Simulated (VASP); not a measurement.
The system is MoS2.

```
CELL_PARAMETERS angstrom
3.16900 0.00000 0.00000
-1.58450 2.74443 0.00000
0.00000 0.00000 12.32400
ATOMIC_POSITIONS crystal
Mo 0.66667 0.33333 0.75000
Mo 0.33333 0.66667 0.25000
S 0.66667 0.33333 0.37700
S 0.33333 0.66667 0.87700
S 0.66667 0.33333 0.12300
S 0.33333 0.66667 0.62300
```

```yaml
Program: VASP 6.6.1
Task: relaxation of cell and atoms
Functional: PBE
Potentials_or_basis: VASP PAW PBE potentials, release 64 (Mo_sv, S)
Cutoff: 600 eV
k_mesh: 8 × 8 × 2
Occupations: fermi-dirac, width 0.05 eV
Spin: no spin polarisation
```

At the start: pressure 1.8 GPa; volume 17.86 Å³/atom.

Question: Where does the relaxation end?

Answer: Over 35 steps the energy falls by 15.4 meV/atom and the volume is 20.89 Å³/atom (+16.9 %); space group P6_3/mmc (No. 194, to 0.1 Å) before and after.

The path:
```
step  energy change (eV)  largest force (eV/Å)  pressure (GPa)  volume (Å³)
   1              0.0000                0.0786            1.85       107.18
   2             -0.0015                0.4804           -2.06       110.41
   3             -0.0099                0.2918           -0.21       108.85
   4             -0.0225                0.1769           -0.19       109.79
   5             -0.0311                0.0795           -0.02       111.85
   6             -0.0373                0.0736           -0.07       112.35
   7             -0.0528                0.0591           -0.22       113.85
   8             -0.0732                0.0409           -0.32       116.82
   9             -0.0898                0.0651           -0.01       122.73
  10             -0.0914                0.0863            0.22       125.29
  11             -0.0864                0.1856            0.92       130.38
  12             -0.0210                0.6994           -3.87       136.32
  13             -0.0896                0.0169           -0.01       131.44
  14             -0.0896                0.0206           -0.02       131.42
  15             -0.0888                0.1033            0.46       130.90
  16             -0.0896                0.0237            0.02       131.40
  17             -0.0897                0.0186            0.04       131.22
  18             -0.0899                0.0024            0.10       130.68
  19             -0.0899                0.0002            0.09       130.65
  20             -0.0900                0.0060            0.04       130.56
  21             -0.0903                0.0189           -0.05       130.38
  22             -0.0905                0.0441           -0.24       130.02
  23             -0.0902                0.0935           -0.58       129.31
  24             -0.0905                0.0579           -0.32       129.82
  25             -0.0906                0.0563           -0.32       129.77
  26             -0.0907                0.0520           -0.31       129.60
  27             -0.0910                0.0434           -0.30       129.27
  28             -0.0915                0.0265           -0.25       128.61
  29             -0.0919                0.0109           -0.14       127.29
  30             -0.0919                0.0173           -0.13       127.08
  31             -0.0919                0.0271           -0.11       126.76
  32             -0.0921                0.0266           -0.05       126.43
  33             -0.0923                0.0269            0.09       125.53
  34             -0.0923                0.0271            0.11       125.36
  35             -0.0924                0.0042           -0.02       125.34
```

Final structure:
```
CELL_PARAMETERS angstrom
3.18486 0.00000 0.00000
-1.59243 2.75817 0.00000
0.00000 0.00000 14.26802
ATOMIC_POSITIONS crystal
Mo 0.66667 0.33333 0.75000
Mo 0.33333 0.66667 0.25000
S 0.66667 0.33333 0.35948
S 0.33333 0.66667 0.85948
S 0.66667 0.33333 0.14052
S 0.33333 0.66667 0.64052
```

Caveat: the volume moved by over 15 % at a fixed basis, so the end points are rough; this functional lacks dispersion, which binds the layers, so the pressure and a relaxed spacing across them are unreliable.
